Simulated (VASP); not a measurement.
# SrTiO3 (Pm-3m) in VASP: notebook

Runs on SrTiO3. Level: PBEsol. Tasks: relaxation of the atoms.

Program: VASP 6.6.1. These are calculated values, not measurements. Logs are shortened: lines on timing, memory, paths and dates and some standing lists are left out, and cuts for length are marked.

### Step 1. The cell of the first run

The structure is cubic, space group Pm-3m (No. 221). The conventional cell has a = 3.879 Å, b = 3.879 Å, c = 3.879 Å, α = 90.00°, β = 90.00°, γ = 90.00°. Sr (site symmetry m-3m) has 12 O at 2.74 Å and 8 Ti at 3.36 Å within 3.6 Å. Within 2.6 Å of Ti (site symmetry m-3m) lie 6 O at 1.94 Å. O (site symmetry 4/mmm) has 2 Ti at 1.94 Å within 2.6 Å.

### Step 2. Relaxation of the atoms, PBEsol

INCAR reads:

```
PREC = Accurate
ENCUT = 520
EDIFF = 1E-7
ISMEAR = -1
SIGMA = 0.02
LREAL = False
LASPH = True
NELM = 120
ALGO = Normal
ISIF = 2
LWAVE = False
LCHARG = False
GGA = PS
IBRION = 2
NSW = 80
EDIFFG = -0.015
GGA_COMPAT = False
NELMIN = 4
```

KPOINTS reads:

```
regular mesh
0
Gamma
  6 6 6
```

POSCAR reads:

```
SrTiO3
1.0
    3.8790692774      0.0000000000      0.0000000000
    0.0000000000      3.8790692774      0.0000000000
    0.0000000000      0.0000000000      3.8790692774
Sr Ti O
1 1 3
Direct
    0.5000000000      0.5000000000      0.5000000000
    0.0000000000      0.0000000000      0.0000000000
    0.5000000000      0.0000000000      0.0000000000
    0.0000000000      0.5000000000      0.0000000000
    0.0000000000      0.0000000000      0.5000000000
```

Potentials or basis: VASP PAW PBE potentials, release 64 (Sr_sv, Ti_sv, O).

Launch:

```sh
> cat potpaw_PBE.64/Sr_sv/POTCAR potpaw_PBE.64/Ti_sv/POTCAR potpaw_PBE.64/O/POTCAR > POTCAR
> mpirun -np 1 vasp_std > vasp.out
```

OUTCAR:

```text
PREC = Accurate
   ENCUT = 520
   EDIFF = 1E-7
   ISMEAR = -1
   LREAL = False
   LASPH = True
   NELM = 120
   ISIF = 2
   GGA = PS
   IBRION = 2
   NSW = 80
   EDIFFG = -0.015
   NELMIN = 4

 ion  position               nearest neighbor table
   1  0.500  0.500  0.500-   3 2.74   4 2.74   5 2.74   3 2.74   4 2.74   3 2.74   5 2.74   3 2.74
                             4 2.74   5 2.74   4 2.74   5 2.74   2 3.36   2 3.36   2 3.36   2 3.36
   2  0.000  0.000  0.000-   3 1.94   4 1.94   5 1.94   5 1.94   4 1.94   3 1.94   1 3.36   1 3.36
                             1 3.36   1 3.36   1 3.36   1 3.36   1 3.36   1 3.36
   3  0.500  0.000  0.000-   2 1.94   2 1.94   1 2.74   1 2.74   1 2.74   1 2.74
   4  0.000  0.500  0.000-   2 1.94   2 1.94   1 2.74   1 2.74   1 2.74   1 2.74
   5  0.000  0.000  0.500-   2 1.94   2 1.94   1 2.74   1 2.74   1 2.74   1 2.74

  LATTYP: Found a simple cubic cell.
 ALAT       =     3.8790692774

  Lattice vectors:

 A1 = (   3.8790692774,   0.0000000000,   0.0000000000)
 A2 = (   0.0000000000,   3.8790692774,   0.0000000000)
 A3 = (   0.0000000000,   0.0000000000,   3.8790692774)

Analysis of symmetry for initial positions (statically):
=====================================================================
 Subroutine PRICEL returns:
 Original cell was already a primitive cell.

 Routine SETGRP: Setting up the symmetry group for a
 simple cubic supercell.

 Subroutine GETGRP returns: Found 48 space group operations
 (whereof 48 operations were pure point group operations)
 out of a pool of 48 trial point group operations.

The static configuration has the point symmetry O_h .

Analysis of symmetry for dynamics (positions and initial velocities):
=====================================================================
 Subroutine PRICEL returns:
 Original cell was already a primitive cell.

 Routine SETGRP: Setting up the symmetry group for a
 simple cubic supercell.

 Subroutine GETGRP returns: Found 48 space group operations
 (whereof 48 operations were pure point group operations)
 out of a pool of 48 trial point group operations.

The dynamic configuration has the point symmetry O_h .

 Subroutine INISYM returns: Found 48 space group operations
 (whereof 48 operations are pure point group operations),
 and found     1 'primitive' translations

----------------------------------------------------------------------------------------

                                     Primitive cell

  volume of cell :      58.3690

  direct lattice vectors                    reciprocal lattice vectors
     3.879069277  0.000000000  0.000000000     0.257793798  0.000000000  0.000000000
     0.000000000  3.879069277  0.000000000     0.000000000  0.257793798  0.000000000
     0.000000000  0.000000000  3.879069277     0.000000000  0.000000000  0.257793798

  length of vectors
     3.879069277  3.879069277  3.879069277     0.257793798  0.257793798  0.257793798

  position of ions in fractional coordinates (direct lattice)
     0.500000000  0.500000000  0.500000000
     0.000000000  0.000000000  0.000000000
     0.500000000  0.000000000  0.000000000
     0.000000000  0.500000000  0.000000000
     0.000000000  0.000000000  0.500000000

  ion indices of the primitive-cell ions
   primitive index   ion index
                 1           1
                 2           2
                 3           3
                 4           4
                 5           5

----------------------------------------------------------------------------------------

 KPOINTS: regular mesh

Automatic generation of k-mesh.
 Grid dimensions read from file:
 generate k-points for:    6    6    6

 Generating k-lattice:

  Cartesian coordinates                     Fractional coordinates (reciprocal lattice)
     0.042965633  0.000000000  0.000000000     0.166666667  0.000000000  0.000000000
     0.000000000  0.042965633  0.000000000     0.000000000  0.166666667  0.000000000
     0.000000000  0.000000000  0.042965633     0.000000000  0.000000000  0.166666667

  Length of vectors
     0.042965633  0.042965633  0.042965633

  Shift w.r.t. Gamma in fractional coordinates (k-lattice)
     0.000000000  0.000000000  0.000000000

 Subroutine IBZKPT returns following result:
 ===========================================

 Found     20 irreducible k-points:

 Following reciprocal coordinates:
            Coordinates               Weight
  0.000000  0.000000  0.000000      1.000000
  0.166667  0.000000  0.000000      6.000000
  0.333333  0.000000  0.000000      6.000000
  0.500000  0.000000  0.000000      3.000000
  0.166667  0.166667  0.000000     12.000000
  0.333333  0.166667  0.000000     24.000000
[... 12 lines left out ...]
  0.500000  0.500000  0.333333      6.000000
  0.500000  0.500000  0.500000      1.000000
   k-points           NKPTS =     20   k-points in BZ     NKDIM =     20   number of bands    NBANDS=     24
   number of dos      NEDOS =    301   number of ions     NIONS =      5
   total plane-waves  NPLWV =  27000
   dimension x,y,z NGX =    30 NGY =   30 NGZ =   30
   dimension x,y,z NGXF=    60 NGYF=   60 NGZF=   60
   ions per type =               1   1   3
   NGX,Y,Z   is equivalent  to a cutoff of  12.86, 12.86, 12.86 a.u.
   NGXF,Y,Z  is equivalent  to a cutoff of  25.71, 25.71, 25.71 a.u.
 SYSTEM =  unknown system
   PREC   = accura    normal or accurate (medium, high low for compatibility)
   ISTART =      0    job   : 0-new  1-cont  2-samecut
   ICHARG =      2    charge: 1-file 2-atom 10-const
   ISPIN  =      1    spin polarized calculation?
   LNONCOLLINEAR =      F non collinear calculations
   LSORBIT =      F    spin-orbit coupling
   LASPH  =      T    aspherical Exc in radial PAW
   ENCUT  =  520.0 eV  38.22 Ry    6.18 a.u.   7.21  7.21  7.21*2*pi/ulx,y,z
   NELM   =    120;   NELMIN=  4; NELMDL= -5     # of ELM steps
   EDIFF  = 0.1E-06   stopping-criterion for ELM
   LREAL  =      F    real-space projection
   EDIFFG = -.1E-01   stopping-criterion for IOM
   NSW    =     80    number of steps for IOM
   IBRION =      2    ionic relax: 0-MD 1-quasi-New 2-CG
   NFREE  =      1    steps in history (QN), initial steepest desc. (CG)
   ISIF   =      2    stress and relaxation
   ISYM   =      2    0-nonsym 1-usesym 2-fastsym
   POTIM  = 0.5000    time-step for ionic-motion
   TEBEG  =    0.0;   TEEND  =   0.0 temperature during run
   PSTRESS=    0.0 pullay stress
   NELECT =      40.0000    total number of electrons
   NUPDOWN=      -1.0000    fix difference up-down
   EMIN   =  10.00;   EMAX   =-10.00  energy-range for DOS
   EFERMI =   0.00;   METHOD = LEGACY
   ISMEAR =    -1;   SIGMA  =   0.02  broadening in eV -4-tet -1-fermi 0-gaus
   EFERMI_NEDOS =   21; number of points for ismear=-14 and -15
   IALGO  =     38    algorithm
   IMIX   =      4    mixing-type and parameters
     AMIX     =   0.40;   BMIX     =  1.00
     AMIX_MAG =   1.60;   BMIX_MAG =  1.00
  volume/ion in A,a.u.               =      11.67        78.78
  Fermi-wavevector in a.u.,A,eV,Ry     =   1.443335  2.727509 28.343893  2.083217
  Thomas-Fermi vector in A             =   2.561755
   LORBIT       =      0    0 simple, 1 ext, 2 COOP (PROOUT), +10 PAW based schemes
   GGA     = PS    functional components
   LHFCALC =     F    Hartree Fock is set to
   AEXX    =    0.0000 exact exchange contribution
   IVDW    =     0    specifies the selected vdW correction
   LEPSILON=     F    determine dielectric tensor
   LRPA    =     F    only Hartree local field effects (RPA)
 conjugate gradient relaxation of ions
 non-spin polarized calculation
  energy-cutoff  :      520.00
  volume of cell :       58.37
 maximum number of plane-waves:      1596
 NGX is ok and might be reduce to    30
   NGX = 15   NGY = 15   NGZ = 15

 number of electron      40.0000019 magnetization

 Free energy of the ion-electron system (eV)
  ---------------------------------------------------
  ext. energy  EPLUGINS =         0.00000000
  ---------------------------------------------------
  free energy    TOTEN  =       -42.00885506 eV

  energy without entropy =      -42.00885506  energy(sigma->0) =      -42.00885506

 E-fermi :   4.6672     XC(G=0): -11.6466

 val. band max:        4.1913505944   @ k =   0.5000   0.5000   0.5000
 cond. band min:       6.0255816947   @ k =   0.0000   0.0000   0.0000
 fundamental gap:      1.8342311004
 Fermi energy:         4.6672276300

 k-point     1 :       0.0000    0.0000    0.0000
  band No.  band energies     occupation
      1     -51.9286      2.00000
      2     -28.3945      2.00000
      3     -28.3046      2.00000
      4     -28.3046      2.00000
      5     -28.3046      2.00000
      6     -13.2419      2.00000
[... 16 lines left out ...]
     23       6.0256      0.00000
     24       8.6648      0.00000

 k-point     2 :       0.1667    0.0000    0.0000
  band No.  band energies     occupation
      1     -51.9281      2.00000
      2     -28.4276      2.00000
      3     -28.3037      2.00000
      4     -28.3037      2.00000
      5     -28.2848      2.00000
      6     -13.2628      2.00000
[... 16 lines left out ...]
     23       6.6366      0.00000
     24       8.6761      0.00000

 k-point     3 :       0.3333    0.0000    0.0000
  band No.  band energies     occupation
      1     -51.9272      2.00000
      2     -28.4799      2.00000
      3     -28.3020      2.00000
      4     -28.3020      2.00000
      5     -28.2585      2.00000
      6     -13.3982      2.00000
[... 16 lines left out ...]
     23       7.6238      0.00000
     24       8.6864      0.00000
[... 406 lines left out ...]
 k-point    19 :       0.5000    0.5000    0.3333
  band No.  band energies     occupation
      1     -51.9237      2.00000
      2     -28.3793      2.00000
      3     -28.3793      2.00000
      4     -28.3583      2.00000
      5     -28.3298      2.00000
      6     -12.0205      2.00000
[... 16 lines left out ...]
     23       8.7220      0.00000
     24      11.2468      0.00000

 k-point    20 :       0.5000    0.5000    0.5000
  band No.  band energies     occupation
      1     -51.9233      2.00000
      2     -28.3782      2.00000
      3     -28.3782      2.00000
      4     -28.3782      2.00000
      5     -28.3246      2.00000
      6     -11.8173      2.00000
[... 16 lines left out ...]
     23       8.7848      0.00000
     24      11.1319      0.00000

------------------------ aborting loop because EDIFF is reached ----------------------------------------

  FORCE on cell =-STRESS in cart. coord.  units (eV):
  Direction    XX          YY          ZZ          XY          YZ          ZX
  --------------------------------------------------------------------------------------
  -------------------------------------------------------------------------------------
  Total        0.8994999      0.8994999      0.8994999     -0.0000000     -0.0000000     -0.0000000
  in kB       24.6904542     24.6904542     24.6904542     -0.0000000     -0.0000000     -0.0000000
  external PRESSURE =      24.6904542 kB  Pullay stress =       0.0000000 kB

 VOLUME and BASIS-vectors are now :
 -----------------------------------------------------------------------------
  energy-cutoff  :      520.00
  volume of cell :       58.37
      direct lattice vectors                 reciprocal lattice vectors
     3.879069277  0.000000000  0.000000000     0.257793798  0.000000000  0.000000000
     0.000000000  3.879069277  0.000000000     0.000000000  0.257793798  0.000000000
     0.000000000  0.000000000  3.879069277     0.000000000  0.000000000  0.257793798

 POSITION                                       TOTAL-FORCE (eV/Angst)
 -----------------------------------------------------------------------------------
      1.93953      1.93953      1.93953         0.000000      0.000000      0.000000
      0.00000      0.00000      0.00000         0.000000      0.000000      0.000000
      1.93953      0.00000      0.00000         0.000000      0.000000      0.000000
      0.00000      1.93953      0.00000         0.000000      0.000000      0.000000
      0.00000      0.00000      1.93953         0.000000      0.000000      0.000000
 -----------------------------------------------------------------------------------
    total drift:                                0.000000     -0.000000      0.000000

  FREE ENERGIE OF THE ION-ELECTRON SYSTEM (eV)
  ---------------------------------------------------
  free  energy   TOTEN  =       -42.0088550578 eV

  energy  without entropy=      -42.0088550578  energy(sigma->0) =      -42.00885506

 reached required accuracy - stopping structural energy minimisation
```

Run time: 63 s. Hardware: 1 thread of Oxide Virtual Turin-like, shared host; peak memory 0.15 GiB.

What came out:

| Item | Value |
| --- | --- |
| Free energy | -42.0089 eV |
| Pressure after relaxing | 2.5 GPa |
| Band gap on the k mesh | 1.83 eV (least direct gap 2.18 eV) |

Final structure:
```
Sr Ti O
1.0
     3.87907    0.00000    0.00000
     0.00000    3.87907    0.00000
     0.00000    0.00000    3.87907
Sr Ti O
1 1 3
Direct
  0.50000 0.50000 0.50000
  0.00000 0.00000 0.00000
  0.50000 0.00000 0.00000
  0.00000 0.50000 0.00000
  0.00000 0.00000 0.50000
```

Caveat: the relaxation stopped at its first step, so nothing moved; the PAW data sets were made with another functional, which shifts forces and pressure a little.

(Continued in part 2 of 2.)
